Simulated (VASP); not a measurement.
# ReS (Pm-3m) in VASP: single point with PBE

Aim: the single point of ReS with PBE.

All numbers are computed with VASP 6.6.1; they aren't measurements. Logs are shortened: lines on timing, memory, paths and dates and some standing lists are left out, and cuts for length are marked.

## 1. The cell of the first run

It takes space group Pm-3m (No. 221, cubic). The conventional cell has a = 2.976 Å, b = 2.976 Å, c = 2.976 Å, α = 90.00°, β = 90.00°, γ = 90.00°. Re (site symmetry m-3m) has 8 S at 2.58 Å and 6 Re at 2.98 Å within 3.4 Å. S (site symmetry m-3m) has 8 Re at 2.58 Å and 6 S at 2.98 Å within 3.4 Å.

## 2. Single point, PBE, collinear spin

INCAR

```
PREC = Accurate ; ENCUT = 520
EDIFF = 1E-6 ; ISMEAR = 0
SIGMA = 0.1 ; LREAL = F
LASPH = T ; NELM = 300
ALGO = All ; ISIF = 2
LWAVE = F ; LCHARG = F
ISPIN = 2 ; MAGMOM = 3.5 0
LORBIT = 11 ; LMAXMIX = 4
GGA = PE ; NBANDS = 18
GGA_COMPAT = F ; ISEARCH = 1
KPAR = 4
```

KPOINTS

```
regular mesh
0
Gamma
  14 14 14
```

POSCAR

```
ReS
1.0
    2.9755249397      0.0000000000      0.0000000000
    0.0000000000      2.9755249397      0.0000000000
    0.0000000000      0.0000000000      2.9755249397
Re S
1 1
Direct
    0.0000000000      0.0000000000      0.0000000000
    0.5000000000      0.5000000000      0.5000000000
```

Potentials or basis: VASP PAW PBE potentials, release 64 (Re, S).

The run is started by

```sh
$ cat potpaw_PBE.64/Re/POTCAR potpaw_PBE.64/S/POTCAR > POTCAR
$ mpirun -np 4 vasp_std > vasp.out
```

OUTCAR:

```text
PREC = Accurate
   ENCUT = 520
   EDIFF = 1E-6
   ISMEAR = 0
   LREAL = F
   LASPH = T
   NELM = 300
   ISIF = 2
   ISPIN = 2
   LORBIT = 11
   GGA = PE

 ion  position               nearest neighbor table
   1  0.000  0.000  0.000-   2 2.58   2 2.58   2 2.58   2 2.58   2 2.58   2 2.58   2 2.58   2 2.58

   2  0.500  0.500  0.500-   1 2.58   1 2.58   1 2.58   1 2.58   1 2.58   1 2.58   1 2.58   1 2.58

  LATTYP: Found a simple cubic cell.
 ALAT       =     2.9755249397

  Lattice vectors:

 A1 = (   2.9755249397,   0.0000000000,   0.0000000000)
 A2 = (   0.0000000000,   2.9755249397,   0.0000000000)
 A3 = (   0.0000000000,   0.0000000000,   2.9755249397)

Analysis of symmetry for initial positions (statically):
=====================================================================
 Subroutine PRICEL returns:
 Original cell was already a primitive cell.

 Routine SETGRP: Setting up the symmetry group for a
 simple cubic supercell.

 Subroutine GETGRP returns: Found 48 space group operations
 (whereof 48 operations were pure point group operations)
 out of a pool of 48 trial point group operations.

The static configuration has the point symmetry O_h .

Analysis of symmetry for dynamics (positions and initial velocities):
=====================================================================
 Subroutine PRICEL returns:
 Original cell was already a primitive cell.

 Routine SETGRP: Setting up the symmetry group for a
 simple cubic supercell.

 Subroutine GETGRP returns: Found 48 space group operations
 (whereof 48 operations were pure point group operations)
 out of a pool of 48 trial point group operations.

The dynamic configuration has the point symmetry O_h .

Analysis of structural, dynamic, and magnetic symmetry:
=====================================================================
 Subroutine PRICEL returns:
 Original cell was already a primitive cell.

 Routine SETGRP: Setting up the symmetry group for a
 simple cubic supercell.

 Subroutine GETGRP returns: Found 48 space group operations
 (whereof 48 operations were pure point group operations)
 out of a pool of 48 trial point group operations.

The overall configuration has the point symmetry O_h .

 Subroutine INISYM returns: Found 48 space group operations
 (whereof 48 operations are pure point group operations),
 and found     1 'primitive' translations

[... 115 lines left out ...]
  volume/ion in A,a.u.               =      13.17        88.89
  Fermi-wavevector in a.u.,A,eV,Ry     =   1.293676  2.444694 22.770695  1.673599
  Thomas-Fermi vector in A             =   2.425307
   LORBIT       =     11    0 simple, 1 ext, 2 COOP (PROOUT), +10 PAW based schemes
   GGA     = PE    functional components
   LHFCALC =     F    Hartree Fock is set to
   AEXX    =    0.0000 exact exchange contribution
   IVDW    =     0    specifies the selected vdW correction
   LEPSILON=     F    determine dielectric tensor
   LRPA    =     F    only Hartree local field effects (RPA)
 spin polarized calculation
 Gauss-broadening in eV      SIGMA  =   0.10
  energy-cutoff  :      520.00
  volume of cell :       26.34
 maximum number of plane-waves:       739
 NGX is ok and might be reduce to    24
   NGX = 11   NGY = 11   NGZ = 11

 number of electron      13.0000002 magnetization      -0.0001943

 number of electron      13.0000002 magnetization       0.0002874

 Free energy of the ion-electron system (eV)
  ---------------------------------------------------
  ext. energy  EPLUGINS =         0.00000000
  ---------------------------------------------------
  free energy    TOTEN  =       -15.62656881 eV

  energy without entropy =      -15.62006405  energy(sigma->0) =      -15.62331643

 E-fermi :  10.8966     XC(G=0): -13.2417

 val. band max:       10.8558180445   @ k =   0.4286   0.4286   0.3571
 cond. band min:      10.8969206627   @ k =   0.4286   0.2857   0.0714
 fundamental gap:      0.0411026182
 Fermi energy:        10.8965893211

 spin component 1

 k-point     1 :       0.0000    0.0000    0.0000
  band No.  band energies     occupation
      1      -7.0946      1.00000
      2       5.6060      1.00000
      3       5.6060      1.00000
      4       7.9318      1.00000
      5       7.9318      1.00000
      6       7.9318      1.00000
[... 493 lines left out ...]
     17      32.1213      0.00000
     18      33.0066      0.00000

 [... further k-points ...]

 spin component 2

 k-point     1 :       0.0000    0.0000    0.0000
  band No.  band energies     occupation
      1      -7.0947      1.00000
      2       5.6061      1.00000
      3       5.6061      1.00000
      4       7.9317      1.00000
      5       7.9317      1.00000
      6       7.9317      1.00000
[... 493 lines left out ...]
     17      32.0911      0.00000
     18      32.9399      0.00000

 [... further k-points ...]

------------------------ aborting loop because EDIFF is reached ----------------------------------------

  FORCE on cell =-STRESS in cart. coord.  units (eV):
  Direction    XX          YY          ZZ          XY          YZ          ZX
  --------------------------------------------------------------------------------------
  -------------------------------------------------------------------------------------
  Total        0.1514864      0.1514864      0.1514864     -0.0000000     -0.0000000     -0.0000000
  in kB        9.2128402      9.2128402      9.2128402     -0.0000000     -0.0000000     -0.0000000
  external PRESSURE =       9.2128402 kB  Pullay stress =       0.0000000 kB

 VOLUME and BASIS-vectors are now :
 -----------------------------------------------------------------------------
  energy-cutoff  :      520.00
  volume of cell :       26.34
      direct lattice vectors                 reciprocal lattice vectors
     2.975524940  0.000000000  0.000000000     0.336075153  0.000000000  0.000000000
     0.000000000  2.975524940  0.000000000     0.000000000  0.336075153  0.000000000
     0.000000000  0.000000000  2.975524940     0.000000000  0.000000000  0.336075153

 POSITION                                       TOTAL-FORCE (eV/Angst)
 -----------------------------------------------------------------------------------
      0.00000      0.00000      0.00000         0.000000      0.000000      0.000000
      1.48776      1.48776      1.48776         0.000000      0.000000      0.000000
 -----------------------------------------------------------------------------------
    total drift:                               -0.000000     -0.000000     -0.000000

  FREE ENERGIE OF THE ION-ELECTRON SYSTEM (eV)
  ---------------------------------------------------
  free  energy   TOTEN  =       -15.6265688059 eV

  energy  without entropy=      -15.6200641005  energy(sigma->0) =      -15.62331645

 total charge

# of ion       s       p       d       tot
------------------------------------------
    1        0.461   0.525   4.954   5.940
    2        1.349   2.223   0.000   3.572
--------------------------------------------------
tot          1.810   2.748   4.954   9.512

 magnetization (x)

# of ion       s       p       d       tot
------------------------------------------
    1       -0.000   0.000   0.000   0.000
    2       -0.000  -0.000   0.000  -0.000
--------------------------------------------------
tot         -0.000  -0.000   0.000   0.000
```

OSZICAR:

```text
N       E                     dE             d eps       ncg     rms           ort
DAV:   1     0.408501138112E+02    0.40850E+02   -0.73265E+03  2160   0.100E+03
DAV:   2    -0.134274013874E+02   -0.54278E+02   -0.48919E+02  2160   0.227E+02
DAV:   3    -0.152344316866E+02   -0.18070E+01   -0.17790E+01  2160   0.486E+01
DAV:   4    -0.152431193458E+02   -0.86877E-02   -0.86582E-02  2160   0.213E+00
DAV:   5    -0.152431785706E+02   -0.59225E-04   -0.59214E-04  2160   0.131E-01
SDA:   6    -0.141630882694E+02    0.10801E+01   -0.59214E-04  2160   0.585E+01   0.000E+00
CGA:   7    -0.145531186209E+02   -0.39003E+00   -0.36284E+00  2160   0.625E+01   0.266E+00
CGA:   8    -0.154010551723E+02   -0.84794E+00   -0.82414E+00  2160   0.751E+00  -0.558E-02
CGA:   9    -0.154297930449E+02   -0.28738E-01   -0.28741E-01  2160   0.194E+00   0.671E-03
 trl  10    -0.155096576077E+02   -0.79865E-01   -0.85029E-01  2160   0.194E+00   0.452E-01
CGA:  11    -0.155156261224E+02   -0.85833E-01   -0.85029E-01  2160   0.111E+01   0.867E-02
CGA:  12    -0.155902577115E+02   -0.74632E-01   -0.72191E-01  2160   0.615E-01   0.194E-01
CGA:  13    -0.155968329454E+02   -0.65752E-02   -0.66384E-02  2160   0.768E-01   0.550E-03
CGA:  14    -0.156172734741E+02   -0.20441E-01   -0.20134E-01  2160   0.501E-01   0.332E-02
CGA:  15    -0.156210559400E+02   -0.37825E-02   -0.38916E-02  2160   0.129E-01  -0.191E-04
CGA:  16    -0.156241873140E+02   -0.31314E-02   -0.30872E-02  2160   0.144E-01   0.673E-03
[... 11 lines left out ...]
CGA:  28    -0.156265679752E+02   -0.21873E-05   -0.21390E-05  2160   0.479E-05   0.356E-06
CGA:  29    -0.156265688059E+02   -0.83070E-06   -0.83007E-06  2160   0.103E-05  -0.461E-07
   1 F= -.15626569E+02 E0= -.15623316E+02  d E =-.650471E-02  mag=     0.0003
```

Run time: 61 s. Hardware: 4 MPI ranks of Intel Xeon Platinum 8259CL at 2.50GHz (Skylake/Cascade Lake), shared host; peak memory 0.3 GiB.

Results:

```
Free energy                                           : -15.6266 eV
Pressure                                              : 0.9 GPa
Net moment                                            : 0.00 μB per cell
Valence electrons inside the program's atomic spheres : Re 5.94; S 3.57
```

Caveat: spin-orbit coupling is left out, which moves the levels of the heavy elements.
